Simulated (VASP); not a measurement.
# Ir (R-3m) in VASP: notebook, part 2 of 2

VASP 6.6.1.

## 4. Electric field gradients, PBE (shortest bond scaled by 0.64)

Input file INCAR:

```
SYSTEM = Ir
PREC     = Accurate       ! precision mode
ENCUT    = 420            ! plane-wave cutoff, eV
EDIFF    = 1E-8           ! SCF threshold, eV
ISMEAR   = -1             ! smearing method
SIGMA    = 0.05           ! smearing width, eV
LREAL    = .False.        ! projectors in reciprocal space
LASPH    = .True.         ! aspherical terms in the spheres
NELM     = 120            ! most SCF steps
ALGO     = Normal         ! electronic algorithm
ISIF     = 2              ! what is computed and relaxed
LWAVE    = .False.        ! write WAVECAR
LCHARG   = .False.        ! write CHGCAR
GGA      = PE             ! functional
LEFG     = .True.       
NBANDS   = 24             ! bands
GGA_COMPAT= .False.
```

Input file KPOINTS:

```
Automatic mesh
0
Gamma
  10 10 10
  0 0 0
```

Input file POSCAR:

```
Ir
1.0
    0.0000000000      2.6272165707      2.6272165707
    2.6272165707      0.0000000000      2.6272165707
    2.6272165707      2.6272165707      0.0000000000
Ir
2
Direct
   -0.2600000000     -0.0800000000     -0.0800000000
    0.2600000000      0.0800000000      0.0800000000
```

Potentials or basis: VASP PAW PBE potentials, release 64 (Ir_sv_GW).

Command:

```console
$ cat potpaw_PBE.64/Ir_sv_GW/POTCAR > POTCAR
$ mpirun -np 1 vasp_std > vasp.out
```

OUTCAR:

```text
SYSTEM = Ir
   PREC = Accurate
   ENCUT = 420
   EDIFF = 1E-8
   ISMEAR = -1
   LREAL = .False.
   LASPH = .True.
   NELM = 120
   ISIF = 2
   GGA = PE

 ion  position               nearest neighbor table
   1  0.740  0.920  0.920-   2 1.46   2 2.66   2 2.66   2 2.66
   2  0.260  0.080  0.080-   1 1.46   1 2.66   1 2.66   1 2.66

 -----------------------------------------------------------------------------
|                                                                             |
|           W    W    AA    RRRRR   N    N  II  N    N   GGGG   !!!           |
|           W    W   A  A   R    R  NN   N  II  NN   N  G    G  !!!           |
|           W    W  A    A  R    R  N N  N  II  N N  N  G       !!!           |
|           W WW W  AAAAAA  RRRRR   N  N N  II  N  N N  G  GGG   !            |
|           WW  WW  A    A  R   R   N   NN  II  N   NN  G    G                |
|           W    W  A    A  R    R  N    N  II  N    N   GGGG   !!!           |
|                                                                             |
|     The distance between some ions is very small. Please check the          |
|     nearest-neighbor list in the OUTCAR file.                               |
|     I HOPE YOU KNOW WHAT YOU ARE DOING!                                     |
|                                                                             |
 -----------------------------------------------------------------------------

  LATTYP: Found a face centered cubic cell.
 ALAT       =     5.2544331414

  Lattice vectors:

 A1 = (   0.0000000000,   2.6272165707,   2.6272165707)
 A2 = (   2.6272165707,   0.0000000000,   2.6272165707)
 A3 = (   2.6272165707,   2.6272165707,   0.0000000000)

Analysis of symmetry for initial positions (statically):
=====================================================================
 Subroutine PRICEL returns:
 Original cell was already a primitive cell.

 Routine SETGRP: Setting up the symmetry group for a
[... 182 lines left out ...]
      4     -44.5772      2.00000
      5     -44.5772      2.00000
      6     -40.0766      2.00000
[... 637 lines left out ...]
     23      21.1835      0.00000
     24      23.2934      0.00000

 [... further k-points ...]
[... 5 lines left out ...]
  --------------------------------------------------------------------------------------
  -------------------------------------------------------------------------------------
  Total       96.2093517     96.2093517     96.2093517    -92.6693347     92.6693347    -92.6693347
  in kB     4250.2086484   4250.2086484   4250.2086484  -4093.8224925   4093.8224925  -4093.8224925
  external PRESSURE =    4250.2086484 kB  Pullay stress =       0.0000000 kB

 VOLUME and BASIS-vectors are now :
 -----------------------------------------------------------------------------
  energy-cutoff  :      420.00
  volume of cell :       36.27
      direct lattice vectors                 reciprocal lattice vectors
     0.000000000  2.627216571  2.627216571    -0.190315487  0.190315487  0.190315487
     2.627216571  0.000000000  2.627216571     0.190315487 -0.190315487  0.190315487
     2.627216571  2.627216571  0.000000000     0.190315487  0.190315487 -0.190315487

 POSITION                                       TOTAL-FORCE (eV/Angst)
 -----------------------------------------------------------------------------------
      4.83408      4.36118      4.36118      -110.645669    110.645669    110.645669
      0.42035      0.89325      0.89325       110.645669   -110.645669   -110.645669
 -----------------------------------------------------------------------------------
    total drift:                               -0.000000     -0.000000      0.000000

  FREE ENERGIE OF THE ION-ELECTRON SYSTEM (eV)
  ---------------------------------------------------
  free  energy   TOTEN  =        22.8937532889 eV

  energy  without entropy=       22.9064904604  energy(sigma->0) =       22.90012187

 Electric field gradients (V/A^2)
---------------------------------------------------------------------
 ion       V_xx      V_yy      V_zz      V_xy      V_xz      V_yz
---------------------------------------------------------------------
   1       0.000    -0.000    -0.000  -332.777  -332.777   332.777
   2       0.000    -0.000    -0.000  -332.777  -332.777   332.777
---------------------------------------------------------------------

 Electric field gradients after diagonalization (V/A^2)
 (convention: |V_zz| > |V_xx| > |V_yy|)
----------------------------------------------------------------------
 ion       V_xx      V_yy      V_zz     asymmetry (V_yy - V_xx)/ V_zz
----------------------------------------------------------------------
   1    -332.777  -332.776   665.553       0.000
   2    -332.777  -332.776   665.553       0.000
----------------------------------------------------------------------

           NMR quadrupolar parameters

 Cq : quadrupolar parameter    Cq=e*Q*V_zz/h
 eta: asymmetry parameters     (V_yy - V_xx)/ V_zz
 Q  : nuclear electric quadrupole moment in mb (millibarn)
----------------------------------------------------------------------
 ion       Cq(MHz)       eta       Q (mb)
----------------------------------------------------------------------
   1       1.609       0.000       1.000
   2       1.609       0.000       1.000
----------------------------------------------------------------------
```

OSZICAR:

```text
N       E                     dE             d eps       ncg     rms          rms(c)
DAV:   1     0.361778964776E+03    0.36178E+03   -0.23360E+04  6648   0.127E+03
DAV:   2     0.310387170149E+02   -0.33074E+03   -0.31902E+03  7008   0.462E+02
DAV:   3     0.212675962860E+02   -0.97711E+01   -0.96748E+01  6528   0.781E+01
DAV:   4     0.212268163096E+02   -0.40780E-01   -0.40769E-01  6472   0.529E+00
DAV:   5     0.212266087543E+02   -0.20756E-03   -0.20755E-03  6624   0.312E-01    0.272E+02
DAV:   6     0.227007985451E+02    0.14742E+01   -0.24270E+00  6184   0.114E+01    0.170E+02
DAV:   7     0.228398735832E+02    0.13908E+00   -0.10224E+00  6640   0.881E+00    0.898E+00
DAV:   8     0.228887233322E+02    0.48850E-01   -0.11856E-01  5752   0.272E+00    0.585E+00
DAV:   9     0.228936911527E+02    0.49678E-02   -0.96908E-03  6704   0.881E-01    0.125E+00
DAV:  10     0.228937428812E+02    0.51729E-04   -0.54802E-04  5936   0.188E-01    0.160E-01
DAV:  11     0.228937530066E+02    0.10125E-04   -0.13629E-05  6664   0.371E-02    0.744E-02
DAV:  12     0.228937534496E+02    0.44301E-06   -0.30254E-06  6016   0.170E-02    0.152E-02
DAV:  13     0.228937532773E+02   -0.17225E-06   -0.14945E-07  6272   0.364E-03    0.368E-03
DAV:  14     0.228937532962E+02    0.18914E-07   -0.70267E-09  4400   0.787E-04    0.128E-03
DAV:  15     0.228937532857E+02   -0.10587E-07   -0.56787E-10  3344   0.244E-04    0.529E-04
DAV:  16     0.228937532889E+02    0.32778E-08   -0.85420E-11  3064   0.852E-05
   1 F= 0.22893753E+02 E0= 0.22900122E+02  d E =-.127372E-01
```

stdout:

```text
POSCAR found type information on POSCAR Ir
 POSCAR found :  1 types and       2 ions
 scaLAPACK will be used
 LDA part: xc-table for (Slater+PW92), standard interpolation
 -----------------------------------------------------------------------------
|                                                                             |
|           W    W    AA    RRRRR   N    N  II  N    N   GGGG   !!!           |
|           W    W   A  A   R    R  NN   N  II  NN   N  G    G  !!!           |
|           W    W  A    A  R    R  N N  N  II  N N  N  G       !!!           |
|           W WW W  AAAAAA  RRRRR   N  N N  II  N  N N  G  GGG   !            |
|           WW  WW  A    A  R   R   N   NN  II  N   NN  G    G                |
|           W    W  A    A  R    R  N    N  II  N    N   GGGG   !!!           |
|                                                                             |
|     The distance between some ions is very small. Please check the          |
|     nearest-neighbor list in the OUTCAR file.                               |
|     I HOPE YOU KNOW WHAT YOU ARE DOING!                                     |
|                                                                             |
 -----------------------------------------------------------------------------

 POSCAR, INCAR and KPOINTS ok, starting setup
 FFT: planning ... GRIDC
 FFT: planning ... GRID_SOFT
 FFT: planning ... GRID
 WAVECAR not read
 entering main loop
ion   1

ion   2
```

It took 43 s on 1 thread of Intel Xeon 6975P-C (Granite Rapids), shared host; peak memory 0.2 GiB.

What came out:

| Property | Result |
| --- | --- |
| Free energy | 22.8938 eV |
| Pressure | 425.0 GPa |
| Largest force | 191.644 eV/Å |
| Band gap on the k mesh | zero (bands 17 and 18 overlap by 1.80 eV) |
| Largest electric field gradient by atom | Ir +665.6 V/Å² |

Forces in eV/Å, atoms in the order of the input:
```
Ir  -110.646  110.646  110.646
Ir   110.646 -110.646 -110.646
```

Stress tensor (GPa, compression positive):
```
 425.02 -409.38 -409.38
-409.38  425.02  409.38
-409.38  409.38  425.02
```

Levels at points of the mesh, in eV from the Fermi level:
```csv
k point,band 14,band 15,band 16,band 17,band 18,band 19,band 20,band 21
"(0.00, 0.00, 0.00)",-8.14,-2.60,-2.60,-0.58,0.41,0.41,7.76,8.96
"(0.50, 0.00, 0.00)",-5.69,-2.00,-2.00,-0.76,4.01,4.01,5.40,7.92
"(0.00, 0.50, 0.00)",-4.14,-3.89,-3.49,-1.20,-0.86,1.72,4.21,7.45
"(0.50, 0.50, 0.00)",-4.34,-4.06,-2.38,-0.38,1.66,2.70,2.81,4.78
```

Electric field gradients, principal values (V/Å²):
```tsv
atom	least	middle	greatest (by size)
1 Ir	-332.776	-332.777	665.553
2 Ir	-332.776	-332.777	665.553
```

Caveat: the cell differs from its parent crystal (shortest bond scaled by 0.64); atoms lie so close that the PAW spheres overlap strongly, which falsifies energies and pressures; the cell stands under pressure; without QUAD_EFG the Cq values of the log hold for a quadrupole moment of 1 mb, not for the nuclei; spin-orbit coupling is left out, which moves the levels of the heavy elements; forces of over 1 eV/Å act on the atoms, so gaps and moduli don't describe the material at rest.

## 5. Overview

```tsv
cell	gap on the mesh (eV)	pressure (GPa)	largest force (eV/Å)
as given, shortest bond scaled by 0.82	none	94.0	27.79
as given, shortest bond scaled by 1.1	none	54.8	6.14
as given, shortest bond scaled by 0.64	none	425.0	191.64
```

Some of these runs hold the atoms at other places in the same cell, which the table doesn't show; runs alike in all that it shows share one row.

Alike in all rows: task electric field gradients; level PBE; potentials or basis VASP PAW PBE potentials, release 64 (Ir_sv_GW); no spin polarisation; k mesh 10 × 10 × 10; cutoff (eV) 420; smearing fermi-dirac 0.05 eV.

Caveats: the cell stands under pressure; spin-orbit coupling is left out, which moves the levels of the heavy elements; forces of over 1 eV/Å act on the atoms, so gaps and moduli don't describe the material at rest; atoms lie so close that the PAW spheres overlap strongly, which falsifies energies and pressures (at least some runs).

Total energies depend on the potentials used, so only differences within one code and one set of settings carry meaning.
